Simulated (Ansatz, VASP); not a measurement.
MnS in VASP and in Ansatz

INCAR

```
PREC = Accurate
ENCUT = 520
EDIFF = 1E-6
ISMEAR = -4
SIGMA = 0.1
LREAL = False
LASPH = True
NELM = 150
ALGO = Normal
ISIF = 2
LWAVE = False
LCHARG = False
ISPIN = 2
MAGMOM = 4.57 0.15
LORBIT = 11
LMAXMIX = 4
GGA = PE
NBANDS = 20
```

KPOINTS

```
Automatic mesh
0
Gamma
  18 18 18
```

Contents of POSCAR:

```
MnS
1.0
    0.0000000000      2.5520432857      2.5520432857
    2.5520432857      0.0000000000      2.5520432857
    2.5520432857      2.5520432857      0.0000000000
Mn S
1 1
Direct
    0.0000000000      0.0000000000      0.0000000000
    0.5000000000      0.5000000000      0.5000000000
```

Input for Ansatz:

```yaml
crystal:
  lattice:
    - [0.0, 2.5520432857, 2.5520432857]
    - [2.5520432857, 0.0, 2.5520432857]
    - [2.5520432857, 2.5520432857, 0.0]
  atoms:
    - { symbol: Mn, position: [0.0, 0.0, 0.0], spin: 4.57 }
    - { symbol: S, position: [0.5, 0.5, 0.5], spin: 0.15 }
basis:
  ecutwfc: 420
kpoints:
  mp_grid: { grid: [18, 18, 18] }
hamiltonian:
  xc: pbe
scf:
  occupations: { method: tetrahedron_uncorrected }
output:
  forces: true
  eigenvalues: true
  stress: true
magnetization:
  spin_polarized: true
```

Alike in both runs: task single point; functional PBE; k mesh 18 × 18 × 18; collinear spin.

|  | VASP | Ansatz |
| --- | --- | --- |
| version | VASP 6.6.1 | Ansatz 0.2.0 |
| potentials or method | VASP PAW PBE potentials, release 64 (Mn_pv, S), cutoff 520 eV | scalar-relativistic, plane waves, PAW |
| occupations | tetrahedron | tetrahedron-uncorrected |
| valence electrons in the cell | 19 | 21 |

|  | VASP | Ansatz | Ansatz less VASP |
| --- | --- | --- | --- |
| gap on the k mesh at the Fermi level (eV) | none | none | - |
| pressure (GPa) | 0.3 | 0.2 | -0.03 |
| net moment per atom (μB) | 2.27 | 2.27 | -0.001 |
| size of the moment on the site where the two differ most (μB) | 4.13 | 4.05 | -0.076 |

Site moments also hang on the region over which each program counts them. A gap of «none» marks a metal or a gap that the smearing closes. VASP's potentials hold 19 valence electrons a cell and Ansatz's 21, so a difference there can come from the potentials and not from the codes. Ansatz's warnings: band table not solved further.
